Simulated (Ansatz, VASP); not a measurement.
**SiB6 in VASP and in Ansatz**

```
Si B
1.0
     4.13397    0.00000    0.00000
     0.00000    4.13397    0.00000
     0.00000    0.00000    4.13397
Si B
1 6
Direct
  0.00000 0.00000 0.00000
  0.20044 0.50000 0.50000
  0.50000 0.20044 0.50000
  0.79956 0.50000 0.50000
  0.50000 0.79956 0.50000
  0.50000 0.50000 0.20044
  0.50000 0.50000 0.79956
```

Alike in both runs: functional PBE; k mesh 4 × 4 × 4; occupations gaussian, width 0.1 eV; no spin polarisation.

Ansatz relaxed the structure, and its values are those at the end. VASP's run is a single point on that final structure, the one shown.

|  | VASP | Ansatz |
| --- | --- | --- |
| version | VASP 6.6.1 | Ansatz 0.2.0 |
| potentials or method | VASP PAW PBE potentials, release 64 (Si, B), cutoff 500 eV | scalar-relativistic, plane waves, PAW |
| valence electrons in the cell | 22 | 22 |

Ansatz gave:

- gap on the k mesh at the Fermi level (eV): 0.06
- least direct gap on the mesh (eV): 0.69
- pressure (GPa): -0.1
- rms of the force components (eV/Å): 0.007

Question: Estimate VASP's values.

Answer: gap on the k mesh at the Fermi level (eV): 0.06; least direct gap on the mesh (eV): 0.69; pressure (GPa): 0.0; rms of the force components (eV/Å): 0.016.
